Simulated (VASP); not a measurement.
Input of a VASP 6.6.1 run:

INCAR

```
SYSTEM = CoO
  PREC = Accurate
  ENCUT = 520
  EDIFF = 1E-6
  ISMEAR = 0
  SIGMA = 0.1
  LREAL = .FALSE.
  LASPH = .TRUE.
  NELM = 150
  ALGO = Normal
  ISIF = 2
  LWAVE = .FALSE.
  LCHARG = .TRUE.
  ISPIN = 2
  MAGMOM = -2.3 2.3 0.18 -0.18
  LORBIT = 11
  LMAXMIX = 4
  GGA = PS
  LELF = .TRUE.
  LVHAR = .TRUE.
  NBANDS = 27
```

KPOINTS

```
regular mesh
0
G
  6 6 4
  0 0 0
```

Contents of POSCAR:

```
CoO
1.0
    3.1976457435      0.0000000000      0.0000000000
   -1.5988228718      2.7692424462      0.0000000000
    0.0000000000      0.0000000000      5.2287097100
Co O
2 2
Direct
    0.0000000000      0.0000000000      0.0034741400
    0.3333333333      0.6666666667      0.5033624100
    0.0000000000      0.0000000000      0.3716088500
    0.3333333333      0.6666666667      0.8715556000
```

Potentials or basis: VASP PAW PBE potentials, release 64 (Co, O).

Run with:

```console
$ cat potpaw_PBE.64/Co/POTCAR potpaw_PBE.64/O/POTCAR > POTCAR
$ mpirun -np 1 vasp_std > vasp.out
```

Question: What does it give for the band gap on the k mesh?

Answer: Zero (filled and empty bands overlap).

Question: Estimate the site moments.

Answer: Co -2.23, +2.23; O +0.15, -0.15 μB.

Forces on the atoms (eV/Å):
```
Co   0.000  0.000  0.101
Co   0.000  0.000  0.106
O    0.000  0.000 -0.104
O    0.000  0.000 -0.103
```

Caveat: the k points lie up to 0.38 Å⁻¹ apart; the PAW data sets were made with another functional, which shifts forces and pressure a little; semilocal functionals often make such compounds metallic where correlation or magnetic order opens a gap, which also shifts bond lengths. With open d or f shells a metallic result of PBEsol can be an artefact of self-interaction; +U or a hybrid may open a gap.
